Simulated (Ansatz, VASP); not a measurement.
# One calculation of NaI, two programs

The input INCAR:

```
ALGO     = Normal         # electronic algorithm
EDIFF    = 1E-6           # SCF threshold, eV
ENCUT    = 520            # plane-wave cutoff, eV
GGA      = PE             # functional
ISIF     = 2              # what is computed and relaxed
ISMEAR   = -1             # smearing method
LASPH    = True           # aspherical terms in the spheres
LCHARG   = False          # write CHGCAR
LREAL    = False          # projectors in reciprocal space
LWAVE    = False          # write WAVECAR
NBANDS   = 14             # bands
NELM     = 60             # most SCF steps
PREC     = Accurate       # precision mode
SIGMA    = 0.02           # smearing width, eV
```

KPOINTS

```
k-points
0
Gamma
  8 8 8
```

POSCAR

```
NaI
1.0
    0.0000000000      3.2296266398      3.2296266398
    3.2296266398      0.0000000000      3.2296266398
    3.2296266398      3.2296266398      0.0000000000
Na I
1 1
Direct
    0.0000000000      0.0000000000      0.0000000000
    0.5000000000      0.5000000000      0.5000000000
```

Input for Ansatz:

```yaml
crystal:
  lattice:
    - [0.0, 3.2296266398, 3.2296266398]
    - [3.2296266398, 0.0, 3.2296266398]
    - [3.2296266398, 3.2296266398, 0.0]
  atoms:
    - { symbol: Na, position: [0.0, 0.0, 0.0] }
    - { symbol: I, position: [0.5, 0.5, 0.5] }
kpoints:
  mp_grid: { grid: [8, 8, 8] }
  band_path:
    path:
      - [[0.0, 0.0, 0.0], [0.5, -1.577663983885e-34, 0.5], [0.625, 0.25, 0.625]]
      - [[0.375, 0.375, 0.75], [0.0, 0.0, 0.0], [0.5, 0.5, 0.5], [0.5, 0.25, 0.75], [0.5, -1.577663983885e-34, 0.5]]
    npoints: 10
hamiltonian:
  xc: pbe
scf:
  occupations: { method: fermi_dirac, width: 0.02 }
  n_extra_bands: 4
output:
  forces: true
  stress: true
  eigenvalues: true
  write_density: true
  write_potential: true
  elf: true
  volumetric_format: npy
```

Alike in both runs: task single point; functional PBE; k mesh 8 × 8 × 8; occupations fermi-dirac, width 0.02 eV; no spin polarisation.

|  | VASP | Ansatz |
| --- | --- | --- |
| version | VASP 6.6.1 | Ansatz 0.2.0 |
| potentials or method | VASP PAW PBE potentials, release 64 (Na_pv, I) | plane waves, PAW |
| plane-wave cutoff (eV) | 520 | 420 |
| valence electrons in the cell | 14 | 26 |

Ansatz gave:

| Quantity | Value |
| --- | --- |
| gap on the k mesh at the Fermi level (eV) | 3.66 |
| pressure (GPa) | 0.5 |

**Question.** What did VASP give for the same quantities?

**Answer.** gap on the k mesh at the Fermi level (eV): 3.66; pressure (GPa): 0.6.

With one functional, cell and mesh, what is left measures potentials, basis and numerics. VASP's potentials hold 14 valence electrons a cell and Ansatz's 26, so a difference there can come from the potentials and not from the codes.

Neither program's run includes spin-orbit coupling.
